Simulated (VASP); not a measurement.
# MnAs (F-43m) in VASP: further runs

Runs on MnAs. Level: PBE. Tasks: single point.

Program: VASP 6.6.1. These are calculated values, not measurements. Logs are shortened: lines on timing, memory, paths and dates and some standing lists are left out, and cuts for length are marked.

## 1. The cell of the first run

The structure is cubic, space group F-43m (No. 216). Conventional cell: a = 5.660 Å, b = 5.660 Å, c = 5.660 Å, α = 90.00°, β = 90.00°, γ = 90.00°. Within 3.2 Å of Mn (site symmetry -43m) lie 4 As at 2.45 Å. As (site symmetry -43m) has 4 Mn at 2.45 Å within 3.2 Å.

## 2. Single point, PBE

Contents of INCAR:

```
ALGO = Normal ; EDIFF = 1E-6
ENCUT = 520 ; GGA = PE
ISIF = 2 ; ISMEAR = 0
LASPH = T ; LCHARG = T
LELF = T ; LREAL = F
LVHAR = T ; LWAVE = F
NBANDS = 16 ; NELM = 60
PREC = Accurate ; SIGMA = 0.05
```

Contents of KPOINTS:

```
k-points
0
Gamma
  12 12 12
```

Contents of POSCAR:

```
MnAs
1.0
    0.0000000000      2.8299541856      2.8299541856
    2.8299541856      0.0000000000      2.8299541856
    2.8299541856      2.8299541856      0.0000000000
Mn As
1 1
Direct
    0.0000000000      0.0000000000      0.0000000000
    0.2500000000      0.2500000000      0.2500000000
```

Potentials or basis: VASP PAW PBE potentials, release 64 (Mn_pv, As).

Command:

```sh
> cat potpaw_PBE.64/Mn_pv/POTCAR potpaw_PBE.64/As/POTCAR > POTCAR
> mpirun -np 1 vasp_std > vasp.out
```

OUTCAR:

```text
EDIFF = 1E-6
   ENCUT = 520
   GGA = PE
   ISIF = 2
   ISMEAR = 0
   LASPH = T
   LREAL = F
   NELM = 60
   PREC = Accurate

 ion  position               nearest neighbor table
   1  0.000  0.000  0.000-   2 2.45   2 2.45   2 2.45   2 2.45
   2  0.250  0.250  0.250-   1 2.45   1 2.45   1 2.45   1 2.45

  LATTYP: Found a face centered cubic cell.
 ALAT       =     5.6599083712

  Lattice vectors:

 A1 = (   0.0000000000,   2.8299541856,   2.8299541856)
 A2 = (   2.8299541856,   0.0000000000,   2.8299541856)
 A3 = (   2.8299541856,   2.8299541856,   0.0000000000)

Analysis of symmetry for initial positions (statically):
=====================================================================
 Subroutine PRICEL returns:
 Original cell was already a primitive cell.

 Routine SETGRP: Setting up the symmetry group for a
 face centered cubic supercell.

 Subroutine GETGRP returns: Found 24 space group operations
 (whereof 24 operations were pure point group operations)
 out of a pool of 48 trial point group operations.

The static configuration has the point symmetry T_d .

Analysis of symmetry for dynamics (positions and initial velocities):
=====================================================================
 Subroutine PRICEL returns:
 Original cell was already a primitive cell.

 Routine SETGRP: Setting up the symmetry group for a
 face centered cubic supercell.

 Subroutine GETGRP returns: Found 24 space group operations
 (whereof 24 operations were pure point group operations)
 out of a pool of 48 trial point group operations.

The dynamic configuration has the point symmetry T_d .

 Subroutine INISYM returns: Found 24 space group operations
 (whereof 24 operations are pure point group operations),
 and found     1 'primitive' translations

----------------------------------------------------------------------------------------

                                     Primitive cell

  volume of cell :      45.3282

  direct lattice vectors                    reciprocal lattice vectors
     0.000000000  2.829954186  2.829954186    -0.176681305  0.176681305  0.176681305
     2.829954186  0.000000000  2.829954186     0.176681305 -0.176681305  0.176681305
     2.829954186  2.829954186  0.000000000     0.176681305  0.176681305 -0.176681305

  length of vectors
     4.002159590  4.002159590  4.002159590     0.306020998  0.306020998  0.306020998

  position of ions in fractional coordinates (direct lattice)
     0.000000000  0.000000000  0.000000000
     0.250000000  0.250000000  0.250000000

  ion indices of the primitive-cell ions
   primitive index   ion index
                 1           1
                 2           2

----------------------------------------------------------------------------------------

 KPOINTS: k-points

Automatic generation of k-mesh.
 Grid dimensions read from file:
 generate k-points for:   12   12   12

 Generating k-lattice:

  Cartesian coordinates                     Fractional coordinates (reciprocal lattice)
    -0.014723442  0.014723442  0.014723442     0.083333333  0.000000000  0.000000000
     0.014723442 -0.014723442  0.014723442     0.000000000  0.083333333  0.000000000
     0.014723442  0.014723442 -0.014723442     0.000000000  0.000000000  0.083333333

  Length of vectors
     0.025501750  0.025501750  0.025501750

  Shift w.r.t. Gamma in fractional coordinates (k-lattice)
     0.000000000  0.000000000  0.000000000

 Subroutine IBZKPT returns following result:
 ===========================================

 Found     72 irreducible k-points:

 Following reciprocal coordinates:
            Coordinates               Weight
  0.000000  0.000000  0.000000      1.000000
  0.083333  0.000000  0.000000      8.000000
  0.166667  0.000000  0.000000      8.000000
  0.250000  0.000000  0.000000      8.000000
  0.333333  0.000000  0.000000      8.000000
  0.416667  0.000000  0.000000      8.000000
[... 16 lines left out ...]
  0.500000  0.166667  0.000000     24.000000
 -0.416667  0.166667  0.000000     24.000000
 [... further k-points ...]
   k-points           NKPTS =     72   k-points in BZ     NKDIM =     72   number of bands    NBANDS=     16
   number of dos      NEDOS =    301   number of ions     NIONS =      2
   total plane-waves  NPLWV =  27000
   dimension x,y,z NGX =    30 NGY =   30 NGZ =   30
   dimension x,y,z NGXF=    60 NGYF=   60 NGZF=   60
   ions per type =               1   1
   NGX,Y,Z   is equivalent  to a cutoff of  12.46, 12.46, 12.46 a.u.
   NGXF,Y,Z  is equivalent  to a cutoff of  24.92, 24.92, 24.92 a.u.
 SYSTEM =  unknown system
   PREC   = accura    normal or accurate (medium, high low for compatibility)
   ISTART =      0    job   : 0-new  1-cont  2-samecut
   ICHARG =      2    charge: 1-file 2-atom 10-const
   ISPIN  =      1    spin polarized calculation?
   LNONCOLLINEAR =      F non collinear calculations
   LSORBIT =      F    spin-orbit coupling
   LASPH  =      T    aspherical Exc in radial PAW
   ENCUT  =  520.0 eV  38.22 Ry    6.18 a.u.   7.44  7.44  7.44*2*pi/ulx,y,z
   NELM   =     60;   NELMIN=  2; NELMDL= -5     # of ELM steps
   EDIFF  = 0.1E-05   stopping-criterion for ELM
   LREAL  =      F    real-space projection
   EDIFFG = 0.1E-04   stopping-criterion for IOM
   NSW    =      0    number of steps for IOM
   IBRION =     -1    ionic relax: 0-MD 1-quasi-New 2-CG
   NFREE  =      0    steps in history (QN), initial steepest desc. (CG)
   ISIF   =      2    stress and relaxation
   ISYM   =      2    0-nonsym 1-usesym 2-fastsym
   POTIM  = 0.5000    time-step for ionic-motion
   TEBEG  =    0.0;   TEEND  =   0.0 temperature during run
   PSTRESS=    0.0 pullay stress
   NELECT =      18.0000    total number of electrons
   NUPDOWN=      -1.0000    fix difference up-down
   EMIN   =  10.00;   EMAX   =-10.00  energy-range for DOS
   EFERMI =   0.00;   METHOD = LEGACY
   ISMEAR =     0;   SIGMA  =   0.05  broadening in eV -4-tet -1-fermi 0-gaus
   EFERMI_NEDOS =   21; number of points for ismear=-14 and -15
   IALGO  =     38    algorithm
   IMIX   =      4    mixing-type and parameters
     AMIX     =   0.40;   BMIX     =  1.00
     AMIX_MAG =   1.60;   BMIX_MAG =  1.00
  volume/ion in A,a.u.               =      22.66       152.94
  Fermi-wavevector in a.u.,A,eV,Ry     =   1.203306  2.273920 19.700509  1.447947
  Thomas-Fermi vector in A             =   2.339064
   LORBIT       =      0    0 simple, 1 ext, 2 COOP (PROOUT), +10 PAW based schemes
   GGA     = PE    functional components
   LHFCALC =     F    Hartree Fock is set to
   AEXX    =    0.0000 exact exchange contribution
   IVDW    =     0    specifies the selected vdW correction
   LEPSILON=     F    determine dielectric tensor
   LRPA    =     F    only Hartree local field effects (RPA)
 non-spin polarized calculation
 Gauss-broadening in eV      SIGMA  =   0.05
  energy-cutoff  :      520.00
  volume of cell :       45.33
 maximum number of plane-waves:      1243
 NGX is ok and might be reduce to    30
   NGX = 15   NGY = 15   NGZ = 15

 number of electron      17.9999998 magnetization

 Free energy of the ion-electron system (eV)
  ---------------------------------------------------
  ext. energy  EPLUGINS =         0.00000000
  ---------------------------------------------------
  free energy    TOTEN  =       -12.30849450 eV

  energy without entropy =      -12.30542660  energy(sigma->0) =      -12.30696055

 E-fermi :   3.3340     XC(G=0):  -9.5955

 val. band max:        3.3329500847   @ k =   0.4167   0.4167   0.0000
 cond. band min:       3.3377449762   @ k =  -0.4167   0.4167   0.0000
 fundamental gap:      0.0047948916
 Fermi energy:         3.3339755770

 k-point     1 :       0.0000    0.0000    0.0000
  band No.  band energies     occupation
      1     -44.1718      2.00000
      2     -44.1718      2.00000
      3     -44.1718      2.00000
      4      -7.8963      2.00000
      5       1.1811      2.00000
      6       1.1812      2.00000
[... 8 lines left out ...]
     15      10.7222      0.00000
     16      10.7222      0.00000

 k-point     2 :       0.0833    0.0000    0.0000
  band No.  band energies     occupation
      1     -44.1720      2.00000
      2     -44.1718      2.00000
      3     -44.1718      2.00000
      4      -7.8392      2.00000
      5       1.0654      2.00000
      6       1.1988      2.00000
[... 8 lines left out ...]
     15      10.8819      0.00000
     16      10.8819      0.00000

 k-point     3 :       0.1667    0.0000    0.0000
  band No.  band energies     occupation
      1     -44.1728      2.00000
      2     -44.1719      2.00000
      3     -44.1719      2.00000
      4      -7.6764      2.00000
      5       0.7531      2.00000
      6       1.2449      2.00000
[... 8 lines left out ...]
     15      11.2270      0.00000
     16      11.2270      0.00000

 k-point     4 :       0.2500    0.0000    0.0000
  band No.  band energies     occupation
      1     -44.1738      2.00000
      2     -44.1721      2.00000
      3     -44.1721      2.00000
      4      -7.4352      2.00000
      5       0.3249      2.00000
      6       1.3010      2.00000
[... 8 lines left out ...]
     15      11.4602      0.00000
     16      11.5814      0.00000

 k-point     5 :       0.3333    0.0000    0.0000
  band No.  band energies     occupation
      1     -44.1749      2.00000
      2     -44.1723      2.00000
      3     -44.1723      2.00000
      4      -7.1668      2.00000
      5      -0.1207      2.00000
      6       1.3468      2.00000
[... 8 lines left out ...]
     15      11.4485      0.00000
     16      12.1971      0.00000

 k-point     6 :       0.4167    0.0000    0.0000
  band No.  band energies     occupation
      1     -44.1756      2.00000
      2     -44.1724      2.00000
      3     -44.1724      2.00000
      4      -6.9478      2.00000
      5      -0.4679      2.00000
      6       1.3723      2.00000
[... 8 lines left out ...]
     15      11.3502      0.00000
     16      12.5558      0.00000

 k-point     7 :       0.5000    0.0000    0.0000
  band No.  band energies     occupation
      1     -44.1759      2.00000
      2     -44.1725      2.00000
      3     -44.1724      2.00000
      4      -6.8617      2.00000
      5      -0.6011      2.00000
      6       1.3798      2.00000
[... 8 lines left out ...]
     15      11.3046      0.00000
     16      12.6477      0.00000

 k-point     8 :       0.0833    0.0833    0.0000
  band No.  band energies     occupation
      1     -44.1720      2.00000
      2     -44.1719      2.00000
      3     -44.1719      2.00000
      4      -7.8202      2.00000
      5       1.0394      2.00000
      6       1.2004      2.00000
[... 8 lines left out ...]
     15      11.1225      0.00000
     16      11.1225      0.00000

 k-point     9 :       0.1667    0.0833    0.0000
  band No.  band energies     occupation
      1     -44.1726      2.00000
      2     -44.1720      2.00000
      3     -44.1720      2.00000
      4      -7.6925      2.00000
      5       0.8083      2.00000
      6       1.2347      2.00000
[... 8 lines left out ...]
     15      11.4505      0.00000
     16      11.5398      0.00000
[... 172 lines left out ...]
 k-point    19 :       0.1667    0.1667    0.0000
  band No.  band energies     occupation
      1     -44.1728      2.00000
      2     -44.1722      2.00000
      3     -44.1722      2.00000
      4      -7.6028      2.00000
      5       0.6790      2.00000
      6       1.2605      2.00000
[... 8 lines left out ...]
     15      12.0572      0.00000
     16      12.0572      0.00000

 k-point    20 :       0.2500    0.1667    0.0000
  band No.  band energies     occupation
      1     -44.1735      2.00000
      2     -44.1724      2.00000
      3     -44.1723      2.00000
      4      -7.4221      2.00000
      5       0.4153      2.00000
      6       1.2943      2.00000
[... 8 lines left out ...]
     15      11.9698      0.00000
     16      12.5223      0.00000

 k-point    21 :       0.3333    0.1667    0.0000
  band No.  band energies     occupation
      1     -44.1744      2.00000
      2     -44.1726      2.00000
      3     -44.1726      2.00000
      4      -7.1847      2.00000
      5       0.1070      2.00000
      6       1.2831      2.00000
[... 8 lines left out ...]
     15      11.6017      0.00000
     16      12.6576      0.00000

 k-point    22 :       0.4167    0.1667    0.0000
  band No.  band energies     occupation
      1     -44.1751      2.00000
      2     -44.1728      2.00000
      3     -44.1727      2.00000
      4      -6.9477      2.00000
      5      -0.1699      2.00000
      6       1.2142      2.00000
[... 8 lines left out ...]
     15      12.0117      0.00000
     16      12.4892      0.00000

 k-point    23 :       0.5000    0.1667    0.0000
  band No.  band energies     occupation
      1     -44.1756      2.00000
      2     -44.1730      2.00000
      3     -44.1727      2.00000
      4      -6.7860      2.00000
      5      -0.3392      2.00000
      6       1.1177      2.00000
[... 8 lines left out ...]
     15      12.2456      0.00000
     16      13.1172      0.00000

 k-point    24 :      -0.4167    0.1667    0.0000
  band No.  band energies     occupation
      1     -44.1756      2.00000
      2     -44.1732      2.00000
      3     -44.1726      2.00000
      4      -6.7632      2.00000
      5      -0.3408      2.00000
      6       1.0466      2.00000
[... 8 lines left out ...]
     15      12.0550      0.00000
     16      13.6483      0.00000

 [... further k-points ...]

------------------------ aborting loop because EDIFF is reached ----------------------------------------

  FORCE on cell =-STRESS in cart. coord.  units (eV):
  Direction    XX          YY          ZZ          XY          YZ          ZX
  --------------------------------------------------------------------------------------
  -------------------------------------------------------------------------------------
  Total       -3.7000425     -3.7000425     -3.7000425      0.0000000     -0.0000000     -0.0000000
  in kB     -130.7823359   -130.7823359   -130.7823359      0.0000000     -0.0000000     -0.0000000
  external PRESSURE =    -130.7823359 kB  Pullay stress =       0.0000000 kB

 VOLUME and BASIS-vectors are now :
 -----------------------------------------------------------------------------
  energy-cutoff  :      520.00
  volume of cell :       45.33
      direct lattice vectors                 reciprocal lattice vectors
     0.000000000  2.829954186  2.829954186    -0.176681305  0.176681305  0.176681305
     2.829954186  0.000000000  2.829954186     0.176681305 -0.176681305  0.176681305
     2.829954186  2.829954186  0.000000000     0.176681305  0.176681305 -0.176681305

 POSITION                                       TOTAL-FORCE (eV/Angst)
 -----------------------------------------------------------------------------------
      0.00000      0.00000      0.00000        -0.000000      0.000000     -0.000000
      1.41498      1.41498      1.41498         0.000000      0.000000      0.000000
 -----------------------------------------------------------------------------------
    total drift:                               -0.000001     -0.000001     -0.000001

  FREE ENERGIE OF THE ION-ELECTRON SYSTEM (eV)
  ---------------------------------------------------
  free  energy   TOTEN  =       -12.3084944967 eV

  energy  without entropy=      -12.3054265952  energy(sigma->0) =      -12.30696055
```

It took 29 s on 1 thread of AMD EPYC 9R45 (Zen 5), shared host; peak memory 0.17 GiB.

What came out:

```yaml
Free_energy: -12.3085 eV
Pressure: -13.1 GPa
Band_gap_on_the_k_mesh: zero (band 9 reaches 3.35 eV, above the bottom of band 10 at 3.34 eV)
```

Levels at points of the mesh, in eV from the Fermi level:
```
           k point  band 5  band 6  band 7  band 8  band 9  band 10  band 11  band 12  band 13  band 14
(0.00, 0.00, 0.00)   -2.15   -2.15   -2.15   -0.23   -0.23     3.77     3.77     3.77     3.78     7.39
(0.50, 0.00, 0.00)   -3.94   -1.95   -1.95   -0.12   -0.12     0.02     2.31     2.31     5.10     7.97
(0.50, 0.50, 0.00)   -3.91   -1.62   -1.62   -0.57    0.02     0.12     0.60     0.60     4.70     5.95
```

Spin polarisation is off, so any magnetic state and its effect on volume and gap are missing.

## 3. Single point, PBE, collinear spin, ferromagnetic start

This run uses another cell than the first one, of 14.70 Å³/atom, 0.649 times its volume.

Contents of INCAR:

```
SYSTEM = MnAs
PREC = Accurate
ENCUT = 520
EDIFF = 1E-6
ISMEAR = 0
SIGMA = 0.05
LREAL = .FALSE.
LASPH = .TRUE.
NELM = 150
ALGO = Normal
ISIF = 2
LWAVE = .FALSE.
LCHARG = .FALSE.
ISPIN = 2
MAGMOM = 3.5 0
LORBIT = 11
LMAXMIX = 4
GGA = PE
NBANDS = 20
```

Contents of KPOINTS:

```
Automatic mesh
0
G
  12 12 12
  0 0 0
```

Contents of POSCAR:

```
MnAs
1.0
    0.0000000000      2.4496598167      2.4496598167
    2.4496598167      0.0000000000      2.4496598167
    2.4496598167      2.4496598167      0.0000000000
Mn As
1 1
Direct
    0.0000000000      0.0000000000      0.0000000000
    0.2500000000      0.2500000000      0.2500000000
```

Potentials or basis: VASP PAW PBE potentials, release 64 (Mn_pv, As).

Command:

```sh
> cat potpaw_PBE.64/Mn_pv/POTCAR potpaw_PBE.64/As/POTCAR > POTCAR
> mpirun -np 1 vasp_std > vasp.out
```

It took 56 s on 1 thread of AMD EPYC 9R45 (Zen 5), shared host; peak memory 0.18 GiB.

It converged, with:

| Quantity | Value |
| --- | --- |
| Free energy | -11.8007 eV |
| Pressure | 47.0 GPa |
| Net moment | 1.14 μB per cell |
| Site moments | Mn +1.19; As -0.06 μB |
| Valence electrons inside the program's atomic spheres | Mn 12.30; As 3.16 |

Levels at points of the mesh, in eV from the Fermi level:
Spin up:
| k point | band 6 | band 7 | band 8 | band 9 | band 10 | band 11 | band 12 | band 13 |
| --- | --- | --- | --- | --- | --- | --- | --- | --- |
| (0.00, 0.00, 0.00) | -3.73 | -3.73 | -1.38 | -1.38 | 6.25 | 6.25 | 6.25 | 6.57 |
| (0.50, 0.00, 0.00) | -3.43 | -3.43 | -1.08 | -1.08 | -0.51 | 3.56 | 3.56 | 7.05 |
| (0.50, 0.50, 0.00) | -2.37 | -2.37 | -2.10 | -0.93 | -0.17 | 0.32 | 0.32 | 6.40 |
Spin down:
```
           k point  band 4  band 5  band 6  band 7  band 8  band 9  band 10  band 11  band 12  band 13
(0.00, 0.00, 0.00)  -13.58   -3.25   -3.25   -3.25   -0.12   -0.12     6.57     6.60     6.60     6.60
(0.50, 0.00, 0.00)  -11.45   -5.85   -2.88   -2.88    0.09    0.09     0.29     3.93     3.93     7.10
(0.50, 0.50, 0.00)  -10.69   -5.86   -2.05   -2.05   -1.60    0.42     0.84     0.91     0.91     6.84
```

Caveat: a cell with one magnetic atom can't hold antiferromagnetic order, which such compounds often take.
